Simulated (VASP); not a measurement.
Input of a VASP 6.6.1 run:

INCAR

```
SYSTEM = Ti
PREC = Accurate
ENCUT = 520
EDIFF = 1E-7
ISMEAR = -1
SIGMA = 0.05
LREAL = .False.
LASPH = .True.
NELM = 60
ALGO = Normal
ISIF = 2
LWAVE = .False.
LCHARG = .False.
GGA = PE
NBANDS = 12
```

File KPOINTS:

```
Automatic mesh
0
Gamma
  18 18 18
  0 0 0
```

Contents of POSCAR:

```
Ti
1.0
   -1.6038447660      1.6038447660      1.6038447660
    1.6038447660     -1.6038447660      1.6038447660
    1.6038447660      1.6038447660     -1.6038447660
Ti
1
Direct
    0.0000000000      0.0000000000      0.0000000000
```

Potentials or basis: VASP PAW PBE potentials, release 64 (Ti_sv).

Launch:

```sh
$ cat potpaw_PBE.64/Ti_sv/POTCAR > POTCAR
$ mpirun -np 1 vasp_std > vasp.out
```

(1) What does it give for the pressure?

(2) What does it give for the band gap on the k mesh?

## Answers

(1) 4.8 GPa.

(2) zero (band 6 reaches 9.66 eV, above the bottom of band 7 at 8.04 eV).
